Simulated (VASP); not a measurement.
Set up this calculation in VASP 6.6.1, as the native input.

```yaml
Task: single point
Functional: PBE
Potentials_or_basis: VASP PAW PBE potentials, release 64 (Zn, O)
Cutoff: 520 eV
k_mesh: 4 × 4 × 4
Occupations: gaussian, width 0.2 eV
Spin: no spin polarisation
Dipole_correction: no
Further_INCAR_settings: ALGO = Normal; EDIFF = 1e-06; NBANDS = 45
```

The structure of Zn5O2 lies in POSCAR:

```
Zn5O2
1.0
   -2.6884886346      3.8645683294      2.6883600934
    2.6884886346     -3.8645683294      2.6883600934
    2.6884886346      3.8645683294     -2.6883600934
Zn O
5 2
Direct
    0.5000000000      0.5000000000      0.5000000000
    0.0000000000      0.5000000000      0.0000000000
    0.5000000000      0.0000000000      0.0000000000
    0.0000000000      0.0000000000      0.5000000000
    0.5000000000      0.5000000000      0.0000000000
    0.0930885922      0.5000000000      0.5930885922
    0.9069114078      0.5000000000      0.4069114078
```

The cell was built from a structure type or drawn by symmetry, and may not be a known phase.

The input as run:

INCAR

```
SYSTEM = Zn5O2
PREC     = Accurate       ! precision mode
ENCUT    = 520            ! plane-wave cutoff, eV
EDIFF    = 1E-6           ! SCF threshold, eV
ISMEAR   = 0              ! smearing method
SIGMA    = 0.2            ! smearing width, eV
LREAL    = .False.        ! projectors in reciprocal space
LASPH    = .True.         ! aspherical terms in the spheres
NELM     = 100            ! most SCF steps
ALGO     = Normal         ! electronic algorithm
ISIF     = 2              ! what is computed and relaxed
LWAVE    = .False.        ! write WAVECAR
LCHARG   = .False.        ! write CHGCAR
GGA      = PE             ! functional
NBANDS   = 45             ! bands
```

KPOINTS

```
regular mesh
0
Gamma
  4 4 4
  0 0 0
```

Potentials or basis: VASP PAW PBE potentials, release 64 (Zn, O).

Launch:

```sh
$ cat potpaw_PBE.64/Zn/POTCAR potpaw_PBE.64/O/POTCAR > POTCAR
$ mpirun -np 1 vasp_std > vasp.out
```

It gave:

```yaml
Pressure: 0.1 GPa
Largest_force: 0.147 eV/Å
Band_gap_on_the_k_mesh: zero (bands 36 and 37 overlap by 1.06 eV)
```

Run time: 44 s on 1 thread of Intel(R) Xeon(R) 6975P-C (Granite Rapids) (shared host), peak memory 0.26 GiB.
